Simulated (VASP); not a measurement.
# I2 in VASP: notebook

I2 is run at these levels: BLYP; tasks: single point.

Everything below comes from runs of VASP 6.6.1. Logs are shortened: lines on timing, memory, paths and dates and some standing lists are left out, and cuts for length are marked.

### 1 The cell of the first run

The cell holds a molecule in a box, 2 atoms: a = 12.000 Å, b = 12.300 Å, c = 12.600 Å, α = 90.00°, β = 90.00°, γ = 90.00°.

### 2 Single point, BLYP

File INCAR:

```
SYSTEM = I
PREC = Accurate
ENCUT = 520
EDIFF = 1E-6
ISMEAR = -1
SIGMA = 0.01
LREAL = .FALSE.
LASPH = .TRUE.
NELM = 60
ALGO = Normal
ISIF = 2
LWAVE = .FALSE.
LCHARG = .FALSE.
GGA = B5
ALDAX = 1.0
AGGAX = 1.0
AGGAC = 1.0
ALDAC = 0.0
NBANDS = 14
```

File KPOINTS:

```
Automatic mesh
0
G
  1 1 1
  0 0 0
```

File POSCAR:

```
I
1.0
   12.0000000000      0.0000000000      0.0000000000
    0.0000000000     12.3000000000      0.0000000000
    0.0000000000      0.0000000000     12.6000000000
I
2
Direct
    0.5000000000      0.5000000000      0.3916964475
    0.5000000000      0.5000000000      0.6083035525
```

Potentials or basis: VASP PAW PBE potentials, release 64 (I).

On the command line:

```
$ cat potpaw_PBE.64/I/POTCAR > POTCAR
$ mpirun -np 1 vasp_gam > vasp.out
```

OUTCAR:

```text
SYSTEM = I
   PREC = Accurate
   ENCUT = 520
   EDIFF = 1E-6
   ISMEAR = -1
   LREAL = .FALSE.
   LASPH = .TRUE.
   NELM = 60
   ISIF = 2
   GGA = B5

 ion  position               nearest neighbor table
   1  0.500  0.500  0.392-   2 2.73
   2  0.500  0.500  0.608-   1 2.73

  LATTYP: Found a simple orthorhombic cell.
 ALAT       =    12.0000000000
 B/A-ratio  =     1.0250000000
 C/A-ratio  =     1.0500000000

  Lattice vectors:

 A1 = (  12.0000000000,   0.0000000000,   0.0000000000)
 A2 = (   0.0000000000,  12.3000000000,   0.0000000000)
 A3 = (   0.0000000000,   0.0000000000,  12.6000000000)

Analysis of symmetry for initial positions (statically):
=====================================================================
 Subroutine PRICEL returns:
 Original cell was already a primitive cell.

 Routine SETGRP: Setting up the symmetry group for a
 simple orthorhombic supercell.

 Subroutine GETGRP returns: Found  8 space group operations
 (whereof  8 operations were pure point group operations)
 out of a pool of  8 trial point group operations.

The static configuration has the point symmetry D_2h.

Analysis of symmetry for dynamics (positions and initial velocities):
=====================================================================
 Subroutine PRICEL returns:
 Original cell was already a primitive cell.

 Routine SETGRP: Setting up the symmetry group for a
 simple orthorhombic supercell.

 Subroutine GETGRP returns: Found  8 space group operations
 (whereof  8 operations were pure point group operations)
 out of a pool of  8 trial point group operations.

The dynamic configuration has the point symmetry D_2h.

 Subroutine INISYM returns: Found  8 space group operations
 (whereof  8 operations are pure point group operations),
 and found     1 'primitive' translations

----------------------------------------------------------------------------------------

                                     Primitive cell

  volume of cell :    1859.7600

  direct lattice vectors                    reciprocal lattice vectors
    12.000000000  0.000000000  0.000000000     0.083333333  0.000000000  0.000000000
     0.000000000 12.300000000  0.000000000     0.000000000  0.081300813  0.000000000
     0.000000000  0.000000000 12.600000000     0.000000000  0.000000000  0.079365079

  length of vectors
    12.000000000 12.300000000 12.600000000     0.083333333  0.081300813  0.079365079

  position of ions in fractional coordinates (direct lattice)
     0.500000000  0.500000000  0.391696448
     0.500000000  0.500000000  0.608303552

  ion indices of the primitive-cell ions
   primitive index   ion index
                 1           1
                 2           2

----------------------------------------------------------------------------------------

 KPOINTS: Automatic mesh

Automatic generation of k-mesh.
 Grid dimensions read from file:
 generate k-points for:    1    1    1

 Generating k-lattice:

  Cartesian coordinates                     Fractional coordinates (reciprocal lattice)
     0.083333333  0.000000000  0.000000000     1.000000000  0.000000000  0.000000000
     0.000000000  0.081300813  0.000000000     0.000000000  1.000000000  0.000000000
     0.000000000  0.000000000  0.079365079     0.000000000  0.000000000  1.000000000

  Length of vectors
     0.083333333  0.081300813  0.079365079

  Shift w.r.t. Gamma in fractional coordinates (k-lattice)
     0.000000000  0.000000000  0.000000000

 Subroutine IBZKPT returns following result:
 ===========================================

 Found      1 irreducible k-points:

 Following reciprocal coordinates:
            Coordinates               Weight
  0.000000  0.000000  0.000000      1.000000
   k-points           NKPTS =      1   k-points in BZ     NKDIM =      1   number of bands    NBANDS=     14
   number of dos      NEDOS =    301   number of ions     NIONS =      2
   total plane-waves  NPLWV = 829440
   dimension x,y,z NGX =    90 NGY =   96 NGZ =   96
   dimension x,y,z NGXF=   180 NGYF=  192 NGZF=  192
   ions per type =               2
   NGX,Y,Z   is equivalent  to a cutoff of  12.47, 12.98, 12.67 a.u.
   NGXF,Y,Z  is equivalent  to a cutoff of  24.94, 25.95, 25.33 a.u.
 SYSTEM =  I
   PREC   = accura    normal or accurate (medium, high low for compatibility)
   ISTART =      0    job   : 0-new  1-cont  2-samecut
   ICHARG =      2    charge: 1-file 2-atom 10-const
   ISPIN  =      1    spin polarized calculation?
   LNONCOLLINEAR =      F non collinear calculations
   LSORBIT =      F    spin-orbit coupling
   LASPH  =      T    aspherical Exc in radial PAW
   ENCUT  =  520.0 eV  38.22 Ry    6.18 a.u.  22.31 22.87 23.43*2*pi/ulx,y,z
   NELM   =     60;   NELMIN=  2; NELMDL= -5     # of ELM steps
   EDIFF  = 0.1E-05   stopping-criterion for ELM
   LREAL  =      F    real-space projection
   EDIFFG = 0.1E-04   stopping-criterion for IOM
   NSW    =      0    number of steps for IOM
   IBRION =     -1    ionic relax: 0-MD 1-quasi-New 2-CG
   NFREE  =      0    steps in history (QN), initial steepest desc. (CG)
   ISIF   =      2    stress and relaxation
   ISYM   =      2    0-nonsym 1-usesym 2-fastsym
   POTIM  = 0.5000    time-step for ionic-motion
   TEBEG  =    0.0;   TEEND  =   0.0 temperature during run
   PSTRESS=    0.0 pullay stress
   NELECT =      14.0000    total number of electrons
   NUPDOWN=      -1.0000    fix difference up-down
   EMIN   =  10.00;   EMAX   =-10.00  energy-range for DOS
   EFERMI =   0.00;   METHOD = LEGACY
   ISMEAR =    -1;   SIGMA  =   0.01  broadening in eV -4-tet -1-fermi 0-gaus
   EFERMI_NEDOS =   21; number of points for ismear=-14 and -15
   IALGO  =     38    algorithm
   IMIX   =      4    mixing-type and parameters
     AMIX     =   0.40;   BMIX     =  1.00
     AMIX_MAG =   1.60;   BMIX_MAG =  1.00
  volume/ion in A,a.u.               =     929.88      6275.14
  Fermi-wavevector in a.u.,A,eV,Ry     =   0.320847  0.606314  1.400625  0.102943
  Thomas-Fermi vector in A             =   1.207823
   LORBIT       =      0    0 simple, 1 ext, 2 COOP (PROOUT), +10 PAW based schemes
   GGA     = B5    functional components
   LHFCALC =     F    Hartree Fock is set to
   AEXX    =    0.0000 exact exchange contribution
   IVDW    =     0    specifies the selected vdW correction
   LEPSILON=     F    determine dielectric tensor
   LRPA    =     F    only Hartree local field effects (RPA)
 non-spin polarized calculation
  energy-cutoff  :      520.00
  volume of cell :     1859.76
 maximum number of plane-waves:     25042
 NGX is ok and might be reduce to    90
   NGX = 45   NGY = 45   NGZ = 47

 number of electron      14.0000002 magnetization

 Free energy of the ion-electron system (eV)
  ---------------------------------------------------
  ext. energy  EPLUGINS =         0.00000000
  ---------------------------------------------------
  free energy    TOTEN  =        -2.29038036 eV

  energy without entropy =       -2.29038036  energy(sigma->0) =       -2.29038036

 E-fermi :  -5.5073     XC(G=0):  -0.7165

 val. band max:       -5.7520183264   @ k =   0.0000   0.0000   0.0000
 cond. band min:      -4.1240457603   @ k =   0.0000   0.0000   0.0000
 fundamental gap:      1.6279725661
 Fermi energy:        -5.5072729630

 k-point     1 :       0.0000    0.0000    0.0000
  band No.  band energies     occupation
      1     -18.1349      2.00000
      2     -16.1692      2.00000
      3      -8.9305      2.00000
      4      -7.2068      2.00000
      5      -7.2067      2.00000
      6      -5.7520      2.00000
      7      -5.7520      2.00000
      8      -4.1240      0.00000
      9      -0.2702      0.00000
     10       0.6802      0.00000
     11       0.7775      0.00000
     12       0.9173      0.00000
     13       0.9527      0.00000
     14       0.9527      0.00000

------------------------ aborting loop because EDIFF is reached ----------------------------------------

  FORCE on cell =-STRESS in cart. coord.  units (eV):
  Direction    XX          YY          ZZ          XY          YZ          ZX
  --------------------------------------------------------------------------------------
  -------------------------------------------------------------------------------------
  Total       -0.0018700     -0.0025438      0.0469949     -0.0000000      0.0000000      0.0000000
  in kB       -0.0016110     -0.0021915      0.0404860     -0.0000000      0.0000000      0.0000000
  external PRESSURE =       0.0122278 kB  Pullay stress =       0.0000000 kB

 VOLUME and BASIS-vectors are now :
 -----------------------------------------------------------------------------
  energy-cutoff  :      520.00
  volume of cell :     1859.76
      direct lattice vectors                 reciprocal lattice vectors
    12.000000000  0.000000000  0.000000000     0.083333333  0.000000000  0.000000000
     0.000000000 12.300000000  0.000000000     0.000000000  0.081300813  0.000000000
     0.000000000  0.000000000 12.600000000     0.000000000  0.000000000  0.079365079

 POSITION                                       TOTAL-FORCE (eV/Angst)
 -----------------------------------------------------------------------------------
      6.00000      6.15000      4.93538         0.000000      0.000000     -0.016486
      6.00000      6.15000      7.66462         0.000000      0.000000      0.016486
 -----------------------------------------------------------------------------------
    total drift:                                0.000000     -0.000000      0.000000

  FREE ENERGIE OF THE ION-ELECTRON SYSTEM (eV)
  ---------------------------------------------------
  free  energy   TOTEN  =        -2.2903803570 eV

  energy  without entropy=       -2.2903803569  energy(sigma->0) =       -2.29038036
```

It took 4.9 min on 1 thread of AMD EPYC 7R13 (Zen 3), shared host; peak memory 1.2 GiB.

Results:

```
Free energy                     : -2.2904 eV
Largest force                   : 0.016 eV/Å
Gap between the frontier levels : 1.63 eV
```

Forces on the atoms (eV/Å):
```
I    0.000  0.000 -0.016
I    0.000  0.000  0.016
```

Levels at points of the mesh, in eV from the valence-band top:
| k point | band 4 | band 5 | band 6 | band 7 | band 8 | band 9 | band 10 | band 11 |
| --- | --- | --- | --- | --- | --- | --- | --- | --- |
| (0.00, 0.00, 0.00) | -1.45 | -1.45 | 0.00 | 0.00 | 1.63 | 5.48 | 6.43 | 6.53 |

Caveat: the PAW data sets were made with another functional, which shifts forces and pressure a little; spin-orbit coupling is left out, which moves the levels of the heavy elements.

### 3 Single point, BLYP

File INCAR:

```
AGGAC    = 1.0          
AGGAX    = 1.0          
ALDAC    = 0.0          
ALDAX    = 1.0          
ALGO     = Normal         # electronic algorithm
EDIFF    = 1E-7           # SCF threshold, eV
ENCUT    = 520            # plane-wave cutoff, eV
GGA      = B5             # functional
ISIF     = 2              # what is computed and relaxed
ISMEAR   = -1             # smearing method
LASPH    = T              # aspherical terms in the spheres
LCHARG   = T              # write CHGCAR
LELF     = T              # ELF
LREAL    = F              # projectors in reciprocal space
LVHAR    = T            
LWAVE    = F              # write WAVECAR
NBANDS   = 14             # bands
NELM     = 100            # most SCF steps
PREC     = Accurate       # precision mode
SIGMA    = 0.01           # smearing width, eV
```

File KPOINTS:

```
k-points
0
Gamma
  1 1 1
```

POSCAR is that of step 2.

Potentials or basis: VASP PAW PBE potentials, release 64 (I).

On the command line:

```
$ cat potpaw_PBE.64/I/POTCAR > POTCAR
$ mpirun -np 1 vasp_gam > vasp.out
```

OUTCAR:

```text
EDIFF = 1E-7
   ENCUT = 520
   GGA = B5
   ISIF = 2
   ISMEAR = -1
   LASPH = T
   LREAL = F
   NELM = 100
   PREC = Accurate

 ion  position               nearest neighbor table
   1  0.500  0.500  0.392-   2 2.73
   2  0.500  0.500  0.608-   1 2.73

  LATTYP: Found a simple orthorhombic cell.
 ALAT       =    12.0000000000
 B/A-ratio  =     1.0250000000
 C/A-ratio  =     1.0500000000

  Lattice vectors:

 A1 = (  12.0000000000,   0.0000000000,   0.0000000000)
 A2 = (   0.0000000000,  12.3000000000,   0.0000000000)
 A3 = (   0.0000000000,   0.0000000000,  12.6000000000)

Analysis of symmetry for initial positions (statically):
=====================================================================
 Subroutine PRICEL returns:
 Original cell was already a primitive cell.

 Routine SETGRP: Setting up the symmetry group for a
 simple orthorhombic supercell.

 Subroutine GETGRP returns: Found  8 space group operations
 (whereof  8 operations were pure point group operations)
 out of a pool of  8 trial point group operations.

The static configuration has the point symmetry D_2h.

Analysis of symmetry for dynamics (positions and initial velocities):
=====================================================================
 Subroutine PRICEL returns:
 Original cell was already a primitive cell.

 Routine SETGRP: Setting up the symmetry group for a
 simple orthorhombic supercell.

 Subroutine GETGRP returns: Found  8 space group operations
 (whereof  8 operations were pure point group operations)
 out of a pool of  8 trial point group operations.

The dynamic configuration has the point symmetry D_2h.

[... 85 lines left out ...]
   NELECT =      14.0000    total number of electrons
   NUPDOWN=      -1.0000    fix difference up-down
   EMIN   =  10.00;   EMAX   =-10.00  energy-range for DOS
   EFERMI =   0.00;   METHOD = LEGACY
   ISMEAR =    -1;   SIGMA  =   0.01  broadening in eV -4-tet -1-fermi 0-gaus
   EFERMI_NEDOS =   21; number of points for ismear=-14 and -15
   IALGO  =     38    algorithm
   IMIX   =      4    mixing-type and parameters
     AMIX     =   0.40;   BMIX     =  1.00
     AMIX_MAG =   1.60;   BMIX_MAG =  1.00
  volume/ion in A,a.u.               =     929.88      6275.14
  Fermi-wavevector in a.u.,A,eV,Ry     =   0.320847  0.606314  1.400625  0.102943
  Thomas-Fermi vector in A             =   1.207823
   LORBIT       =      0    0 simple, 1 ext, 2 COOP (PROOUT), +10 PAW based schemes
   GGA     = B5    functional components
   LHFCALC =     F    Hartree Fock is set to
   AEXX    =    0.0000 exact exchange contribution
   IVDW    =     0    specifies the selected vdW correction
   LEPSILON=     F    determine dielectric tensor
   LRPA    =     F    only Hartree local field effects (RPA)
 non-spin polarized calculation
  energy-cutoff  :      520.00
  volume of cell :     1859.76
 maximum number of plane-waves:     25042
 NGX is ok and might be reduce to    90
   NGX = 45   NGY = 45   NGZ = 47

 number of electron      14.0000002 magnetization

 Free energy of the ion-electron system (eV)
  ---------------------------------------------------
  ext. energy  EPLUGINS =         0.00000000
  ---------------------------------------------------
  free energy    TOTEN  =        -2.29038057 eV

  energy without entropy =       -2.29038057  energy(sigma->0) =       -2.29038057

 E-fermi :  -5.5059     XC(G=0):  -0.7159

 val. band max:       -5.7519610089   @ k =   0.0000   0.0000   0.0000
 cond. band min:      -4.1239166425   @ k =   0.0000   0.0000   0.0000
 fundamental gap:      1.6280443664
 Fermi energy:        -5.5059137531

 k-point     1 :       0.0000    0.0000    0.0000
  band No.  band energies     occupation
      1     -18.1349      2.00000
      2     -16.1692      2.00000
      3      -8.9305      2.00000
      4      -7.2067      2.00000
      5      -7.2067      2.00000
      6      -5.7520      2.00000
      7      -5.7520      2.00000
      8      -4.1239      0.00000
      9      -0.2695      0.00000
     10       0.6803      0.00000
     11       0.7801      0.00000
     12       0.9172      0.00000
     13       0.9536      0.00000
     14       0.9547      0.00000

------------------------ aborting loop because EDIFF is reached ----------------------------------------

  FORCE on cell =-STRESS in cart. coord.  units (eV):
  Direction    XX          YY          ZZ          XY          YZ          ZX
  --------------------------------------------------------------------------------------
  -------------------------------------------------------------------------------------
  Total       -0.0014428     -0.0020970      0.0478723      0.0000000      0.0000000      0.0000000
  in kB       -0.0012430     -0.0018066      0.0412418      0.0000000      0.0000000      0.0000000
  external PRESSURE =       0.0127308 kB  Pullay stress =       0.0000000 kB

 VOLUME and BASIS-vectors are now :
 -----------------------------------------------------------------------------
  energy-cutoff  :      520.00
  volume of cell :     1859.76
      direct lattice vectors                 reciprocal lattice vectors
    12.000000000  0.000000000  0.000000000     0.083333333  0.000000000  0.000000000
     0.000000000 12.300000000  0.000000000     0.000000000  0.081300813  0.000000000
     0.000000000  0.000000000 12.600000000     0.000000000  0.000000000  0.079365079

 POSITION                                       TOTAL-FORCE (eV/Angst)
 -----------------------------------------------------------------------------------
      6.00000      6.15000      4.93538         0.000000      0.000000     -0.016434
      6.00000      6.15000      7.66462         0.000000      0.000000      0.016434
 -----------------------------------------------------------------------------------
    total drift:                                0.000000     -0.000000      0.000000

  FREE ENERGIE OF THE ION-ELECTRON SYSTEM (eV)
  ---------------------------------------------------
  free  energy   TOTEN  =        -2.2903805731 eV

  energy  without entropy=       -2.2903805731  energy(sigma->0) =       -2.29038057
```

stdout:

```text
POSCAR found type information on POSCAR I
 POSCAR found :  1 types and       2 ions
 scaLAPACK will be used
 -----------------------------------------------------------------------------
|                                                                             |
|                                                                             |
|     You enforced a specific xc type in the INCAR file but a different       |
|     I HOPE YOU KNOW WHAT YOU ARE DOING!                                     |
|                                                                             |
 -----------------------------------------------------------------------------

 LDA part: xc-table for (Slater(with rela. corr.)+VWN5), standard interpolation
 POSCAR, INCAR and KPOINTS ok, starting setup
 FFT: planning ... GRIDC
 FFT: planning ... GRID_SOFT
 FFT: planning ... GRID
 WAVECAR not read
 entering main loop
```

Run time: 7.7 min. Hardware: 1 thread of AMD EPYC 7R13 (Zen 3), shared host; peak memory 1.2 GiB.

What came out:

* Free energy: -2.2904 eV
* Largest force: 0.016 eV/Å
* Gap between the frontier levels: 1.63 eV

Forces in eV/Å, atoms in the order of the input:
```
I    0.000  0.000 -0.016
I    0.000  0.000  0.016
```

Caveat: the PAW data sets were made with another functional, which shifts forces and pressure a little; spin-orbit coupling is left out, which moves the levels of the heavy elements.
